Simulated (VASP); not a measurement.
# BaRu3 in VASP: notebook

BaRu3 is run at these levels: PBEsol; tasks: single point.

Everything below comes from runs of VASP 6.6.1. Logs are shortened: lines on timing, memory, paths and dates and some standing lists are left out, and cuts for length are marked.

## Step 1: The cell of the first run

It takes space group Pm-3m (No. 221, cubic). The conventional cell has a = 4.460 Å, b = 4.460 Å, c = 4.460 Å, α = 90.00°, β = 90.00°, γ = 90.00°. Within 4.1 Å of Ba (site symmetry m-3m) lie 12 Ru at 3.15 Å. Within 4.1 Å of Ru (site symmetry 4/mmm) lie 4 Ba at 3.15 Å and 8 Ru at 3.15 Å.

## Step 2: Single point, PBEsol

The input, INCAR:

```
PREC = Accurate ; ENCUT = 520
EDIFF = 1E-6 ; ISMEAR = 0
SIGMA = 0.05 ; LREAL = F
LASPH = T ; NELM = 80
ALGO = Normal ; ISIF = 2
LWAVE = F ; LCHARG = T
GGA = PS ; LELF = T
LVHAR = T ; NBANDS = 34
```

The input, KPOINTS:

```
regular mesh
0
Gamma
  8 8 8
```

The input, POSCAR:

```
BaRu3
1.0
    4.4595552788      0.0000000000      0.0000000000
    0.0000000000      4.4595552788      0.0000000000
    0.0000000000      0.0000000000      4.4595552788
Ba Ru
1 3
Direct
    0.0000000000      0.0000000000      0.0000000000
    0.0000000000      0.5000000000      0.5000000000
    0.5000000000      0.5000000000      0.0000000000
    0.5000000000      0.0000000000      0.5000000000
```

Potentials or basis: VASP PAW PBE potentials, release 64 (Ba_sv, Ru_pv).

The run is started by

```sh
$ cat potpaw_PBE.64/Ba_sv/POTCAR potpaw_PBE.64/Ru_pv/POTCAR > POTCAR
$ mpirun -np 1 vasp_std > vasp.out
```

OUTCAR:

```text
PREC = Accurate
   ENCUT = 520
   EDIFF = 1E-6
   ISMEAR = 0
   LREAL = F
   LASPH = T
   NELM = 80
   ISIF = 2
   GGA = PS

 ion  position               nearest neighbor table
   1  0.000  0.000  0.000-   2 3.15   3 3.15   4 3.15   2 3.15   4 3.15   2 3.15   3 3.15   2 3.15
                             3 3.15   4 3.15   4 3.15   3 3.15
   2  0.000  0.500  0.500-   1 3.15   3 3.15   4 3.15   1 3.15   3 3.15   1 3.15   4 3.15   1 3.15
                             3 3.15   4 3.15   3 3.15   4 3.15
   3  0.500  0.500  0.000-   1 3.15   2 3.15   4 3.15   2 3.15   4 3.15   1 3.15   4 3.15   4 3.15
                             1 3.15   2 3.15   2 3.15   1 3.15
   4  0.500  0.000  0.500-   1 3.15   2 3.15   3 3.15   1 3.15   3 3.15   2 3.15   3 3.15   3 3.15
                             1 3.15   2 3.15   1 3.15   2 3.15

  LATTYP: Found a simple cubic cell.
 ALAT       =     4.4595552788

  Lattice vectors:

 A1 = (   4.4595552788,   0.0000000000,   0.0000000000)
 A2 = (   0.0000000000,   4.4595552788,   0.0000000000)
 A3 = (   0.0000000000,   0.0000000000,   4.4595552788)

Analysis of symmetry for initial positions (statically):
=====================================================================
 Subroutine PRICEL returns:
 Original cell was already a primitive cell.

 Routine SETGRP: Setting up the symmetry group for a
 simple cubic supercell.

 Subroutine GETGRP returns: Found 48 space group operations
 (whereof 48 operations were pure point group operations)
 out of a pool of 48 trial point group operations.

The static configuration has the point symmetry O_h .

Analysis of symmetry for dynamics (positions and initial velocities):
=====================================================================
 Subroutine PRICEL returns:
 Original cell was already a primitive cell.

 Routine SETGRP: Setting up the symmetry group for a
 simple cubic supercell.

 Subroutine GETGRP returns: Found 48 space group operations
 (whereof 48 operations were pure point group operations)
 out of a pool of 48 trial point group operations.

The dynamic configuration has the point symmetry O_h .

 Subroutine INISYM returns: Found 48 space group operations
 (whereof 48 operations are pure point group operations),
 and found     1 'primitive' translations

----------------------------------------------------------------------------------------

                                     Primitive cell

  volume of cell :      88.6900

  direct lattice vectors                    reciprocal lattice vectors
     4.459555279  0.000000000  0.000000000     0.224237606  0.000000000  0.000000000
     0.000000000  4.459555279  0.000000000     0.000000000  0.224237606  0.000000000
     0.000000000  0.000000000  4.459555279     0.000000000  0.000000000  0.224237606

  length of vectors
     4.459555279  4.459555279  4.459555279     0.224237606  0.224237606  0.224237606

  position of ions in fractional coordinates (direct lattice)
     0.000000000  0.000000000  0.000000000
     0.000000000  0.500000000  0.500000000
     0.500000000  0.500000000  0.000000000
     0.500000000  0.000000000  0.500000000

  ion indices of the primitive-cell ions
   primitive index   ion index
                 1           1
                 2           2
                 3           3
                 4           4

----------------------------------------------------------------------------------------

 KPOINTS: regular mesh

Automatic generation of k-mesh.
 Grid dimensions read from file:
 generate k-points for:    8    8    8

 Generating k-lattice:

  Cartesian coordinates                     Fractional coordinates (reciprocal lattice)
     0.028029701  0.000000000  0.000000000     0.125000000  0.000000000  0.000000000
     0.000000000  0.028029701  0.000000000     0.000000000  0.125000000  0.000000000
     0.000000000  0.000000000  0.028029701     0.000000000  0.000000000  0.125000000

  Length of vectors
     0.028029701  0.028029701  0.028029701

  Shift w.r.t. Gamma in fractional coordinates (k-lattice)
     0.000000000  0.000000000  0.000000000

 Subroutine IBZKPT returns following result:
 ===========================================

 Found     35 irreducible k-points:

 Following reciprocal coordinates:
            Coordinates               Weight
  0.000000  0.000000  0.000000      1.000000
  0.125000  0.000000  0.000000      6.000000
  0.250000  0.000000  0.000000      6.000000
  0.375000  0.000000  0.000000      6.000000
  0.500000  0.000000  0.000000      3.000000
  0.125000  0.125000  0.000000     12.000000
[... 16 lines left out ...]
  0.375000  0.375000  0.125000     24.000000
  0.500000  0.375000  0.125000     24.000000
 [... further k-points ...]
   k-points           NKPTS =     35   k-points in BZ     NKDIM =     35   number of bands    NBANDS=     34
   number of dos      NEDOS =    301   number of ions     NIONS =      4
   total plane-waves  NPLWV =  46656
   dimension x,y,z NGX =    36 NGY =   36 NGZ =   36
   dimension x,y,z NGXF=    72 NGYF=   72 NGZF=   72
   ions per type =               1   3
   NGX,Y,Z   is equivalent  to a cutoff of  13.42, 13.42, 13.42 a.u.
   NGXF,Y,Z  is equivalent  to a cutoff of  26.84, 26.84, 26.84 a.u.
 SYSTEM =  unknown system
   PREC   = accura    normal or accurate (medium, high low for compatibility)
   ISTART =      0    job   : 0-new  1-cont  2-samecut
   ICHARG =      2    charge: 1-file 2-atom 10-const
   ISPIN  =      1    spin polarized calculation?
   LNONCOLLINEAR =      F non collinear calculations
   LSORBIT =      F    spin-orbit coupling
   LASPH  =      T    aspherical Exc in radial PAW
   ENCUT  =  520.0 eV  38.22 Ry    6.18 a.u.   8.29  8.29  8.29*2*pi/ulx,y,z
   NELM   =     80;   NELMIN=  2; NELMDL= -5     # of ELM steps
   EDIFF  = 0.1E-05   stopping-criterion for ELM
   LREAL  =      F    real-space projection
   EDIFFG = 0.1E-04   stopping-criterion for IOM
   NSW    =      0    number of steps for IOM
   IBRION =     -1    ionic relax: 0-MD 1-quasi-New 2-CG
   NFREE  =      0    steps in history (QN), initial steepest desc. (CG)
   ISIF   =      2    stress and relaxation
   ISYM   =      2    0-nonsym 1-usesym 2-fastsym
   POTIM  = 0.5000    time-step for ionic-motion
   TEBEG  =    0.0;   TEEND  =   0.0 temperature during run
   PSTRESS=    0.0 pullay stress
   NELECT =      52.0000    total number of electrons
   NUPDOWN=      -1.0000    fix difference up-down
   EMIN   =  10.00;   EMAX   =-10.00  energy-range for DOS
   EFERMI =   0.00;   METHOD = LEGACY
   ISMEAR =     0;   SIGMA  =   0.05  broadening in eV -4-tet -1-fermi 0-gaus
   EFERMI_NEDOS =   21; number of points for ismear=-14 and -15
   IALGO  =     38    algorithm
   IMIX   =      4    mixing-type and parameters
     AMIX     =   0.40;   BMIX     =  1.00
     AMIX_MAG =   1.60;   BMIX_MAG =  1.00
  volume/ion in A,a.u.               =      22.17       149.63
  Fermi-wavevector in a.u.,A,eV,Ry     =   1.370201  2.589305 25.544282  1.877452
  Thomas-Fermi vector in A             =   2.496009
   LORBIT       =      0    0 simple, 1 ext, 2 COOP (PROOUT), +10 PAW based schemes
   GGA     = PS    functional components
   LHFCALC =     F    Hartree Fock is set to
   AEXX    =    0.0000 exact exchange contribution
   IVDW    =     0    specifies the selected vdW correction
   LEPSILON=     F    determine dielectric tensor
   LRPA    =     F    only Hartree local field effects (RPA)
 non-spin polarized calculation
 Gauss-broadening in eV      SIGMA  =   0.05
  energy-cutoff  :      520.00
  volume of cell :       88.69
 maximum number of plane-waves:      2440
 NGX is ok and might be reduce to    36
   NGX = 17   NGY = 17   NGZ = 17

 number of electron      51.9999986 magnetization

 Free energy of the ion-electron system (eV)
  ---------------------------------------------------
  ext. energy  EPLUGINS =         0.00000000
  ---------------------------------------------------
  free energy    TOTEN  =       -25.69590350 eV

  energy without entropy =      -25.67794168  energy(sigma->0) =      -25.68692259

 E-fermi :   5.6057     XC(G=0): -11.4772

 val. band max:        5.5964102182   @ k =   0.3750   0.2500   0.2500
 cond. band min:       5.6081106699   @ k =   0.2500   0.1250   0.1250
 fundamental gap:      0.0117004516
 Fermi energy:         5.6056635655

 k-point     1 :       0.0000    0.0000    0.0000
  band No.  band energies     occupation
      1     -36.2465      2.00000
      2     -36.2465      2.00000
      3     -36.2465      2.00000
      4     -36.0485      2.00000
      5     -36.0485      2.00000
      6     -36.0485      2.00000
[... 26 lines left out ...]
     33      10.4244      0.00000
     34      10.4244      0.00000

 k-point     2 :       0.1250    0.0000    0.0000
  band No.  band energies     occupation
      1     -36.2448      2.00000
      2     -36.2448      2.00000
      3     -36.2435      2.00000
      4     -36.0494      2.00000
      5     -36.0494      2.00000
      6     -36.0487      2.00000
[... 26 lines left out ...]
     33      10.3565      0.00000
     34      11.1731      0.00000

 k-point     3 :       0.2500    0.0000    0.0000
  band No.  band energies     occupation
      1     -36.2407      2.00000
      2     -36.2407      2.00000
      3     -36.2358      2.00000
      4     -36.0565      2.00000
      5     -36.0527      2.00000
      6     -36.0527      2.00000
[... 26 lines left out ...]
     33      10.1688      0.00000
     34      11.7342      0.00000
[... 704 lines left out ...]
 k-point    23 :       0.3750    0.3750    0.1250
  band No.  band energies     occupation
      1     -36.2842      2.00000
      2     -36.2129      2.00000
      3     -36.1786      2.00000
      4     -36.1092      2.00000
      5     -36.0779      2.00000
      6     -36.0774      2.00000
[... 26 lines left out ...]
     33       9.9592      0.00000
     34      10.2480      0.00000

 k-point    24 :       0.5000    0.3750    0.1250
  band No.  band energies     occupation
      1     -36.2873      2.00000
      2     -36.2111      2.00000
      3     -36.1733      2.00000
      4     -36.1136      2.00000
      5     -36.0813      2.00000
      6     -36.0776      2.00000
[... 26 lines left out ...]
     33       9.9960      0.00000
     34      10.2567      0.00000

 [... further k-points ...]
[... 5 lines left out ...]
  --------------------------------------------------------------------------------------
  -------------------------------------------------------------------------------------
  Total       -9.6154088     -9.6154088     -9.6154088     -0.0000000      0.0000000     -0.0000000
  in kB     -173.7015442   -173.7015442   -173.7015442     -0.0000000      0.0000000     -0.0000000
  external PRESSURE =    -173.7015442 kB  Pullay stress =       0.0000000 kB

 VOLUME and BASIS-vectors are now :
 -----------------------------------------------------------------------------
  energy-cutoff  :      520.00
  volume of cell :       88.69
      direct lattice vectors                 reciprocal lattice vectors
     4.459555279  0.000000000  0.000000000     0.224237606  0.000000000  0.000000000
     0.000000000  4.459555279  0.000000000     0.000000000  0.224237606  0.000000000
     0.000000000  0.000000000  4.459555279     0.000000000  0.000000000  0.224237606

 POSITION                                       TOTAL-FORCE (eV/Angst)
 -----------------------------------------------------------------------------------
      0.00000      0.00000      0.00000         0.000000      0.000000      0.000000
      0.00000      2.22978      2.22978         0.000000      0.000000      0.000000
      2.22978      2.22978      0.00000         0.000000      0.000000      0.000000
      2.22978      0.00000      2.22978         0.000000      0.000000      0.000000
 -----------------------------------------------------------------------------------
    total drift:                                0.000000      0.000000      0.000000

  FREE ENERGIE OF THE ION-ELECTRON SYSTEM (eV)
  ---------------------------------------------------
  free  energy   TOTEN  =       -25.6959034976 eV

  energy  without entropy=      -25.6779416811  energy(sigma->0) =      -25.68692259
```

Wall time 88 s (1 thread of Intel Xeon 8259CL, shared host); peak memory 0.26 GiB.

What came out:

```yaml
Free_energy: -25.6959 eV
Pressure: -17.4 GPa
Band_gap_on_the_k_mesh: zero (bands 26 and 27 overlap by 1.19 eV)
```

Levels at points of the mesh, in eV from the Fermi level:
| k point | band 24 | band 25 | band 26 | band 27 | band 28 | band 29 |
| --- | --- | --- | --- | --- | --- | --- |
| (0.00, 0.00, 0.00) | 0.38 | 0.38 | 1.00 | 1.26 | 1.26 | 1.26 |
| (0.50, 0.00, 0.00) | -0.24 | -0.14 | 0.04 | 0.04 | 0.17 | 0.52 |
| (0.50, 0.50, 0.00) | -0.45 | -0.40 | -0.19 | -0.19 | 0.05 | 0.09 |
| (0.50, 0.50, 0.50) | -0.23 | -0.23 | 0.87 | 1.03 | 1.03 | 1.03 |

Caveat: the cell stands under tension; the PAW data sets were made with another functional, which shifts forces and pressure a little; spin-orbit coupling is left out, which moves the levels of the heavy elements.

## Step 3: Single point, PBEsol

This run uses another cell than the first one, of 16.84 Å³/atom.

The input, INCAR:

```
SYSTEM = BaRu3
ALGO = Fast
EDIFF = 1E-6
ENCUT = 520
GGA = PS
ISIF = 2
ISMEAR = 0
LASPH = .True.
LCHARG = .False.
LREAL = .False.
LWAVE = .False.
NBANDS = 34
NELM = 60
PREC = Accurate
SIGMA = 0.05
```

The input, KPOINTS:

```
k-points
0
Gamma
  8 8 8
  0 0 0
```

The input, POSCAR:

```
BaRu3
1.0
    4.0689333394      0.0000000000      0.0203446667
    0.0000000000      4.0689333394      0.0000000000
    0.0203446667      0.0000000000      4.0689333394
Ba Ru
1 3
Direct
    0.0000000000      0.0000000000      0.0000000000
    0.0000000000      0.5000000000      0.5000000000
    0.5000000000      0.5000000000      0.0000000000
    0.5000000000      0.0000000000      0.5000000000
```

Potentials or basis: VASP PAW PBE potentials, release 64 (Ba_sv, Ru_pv).

The run is started by

```sh
$ cat potpaw_PBE.64/Ba_sv/POTCAR potpaw_PBE.64/Ru_pv/POTCAR > POTCAR
$ mpirun -np 1 vasp_std > vasp.out
```

Run time: 5.7 min. Hardware: 1 thread of Intel Xeon 8259CL, shared host; peak memory 0.32 GiB.

The run converged. Its results:

```yaml
Free_energy: -26.8928 eV
Pressure: 5.8 GPa
Band_gap_on_the_k_mesh: zero (bands 26 and 27 overlap by 1.63 eV)
```

Stress tensor (GPa, compression positive):
```
 5.75  0.00 -0.32
 0.00  5.77  0.00
-0.32  0.00  5.75
```

Levels at points of the mesh, in eV from the Fermi level:
```csv
k point,band 24,band 25,band 26,band 27,band 28,band 29
"(0.00, 0.00, 0.00)",0.50,0.50,1.43,1.88,1.89,1.89
"(0.50, 0.00, 0.00)",-0.44,-0.39,0.05,0.05,0.71,1.09
"(0.00, 0.50, 0.00)",-0.44,-0.39,0.03,0.08,0.71,1.09
"(0.50, 0.50, 0.00)",-0.89,-0.16,-0.13,0.01,0.06,0.06
"(0.50, 0.00, 0.50)",-0.89,-0.16,-0.14,0.01,0.04,0.07
"(0.50, 0.50, 0.50)",-0.64,-0.64,0.66,1.46,1.49,1.52
```

Caveat: the cell stands under pressure; the PAW data sets were made with another functional, which shifts forces and pressure a little; spin-orbit coupling is left out, which moves the levels of the heavy elements.
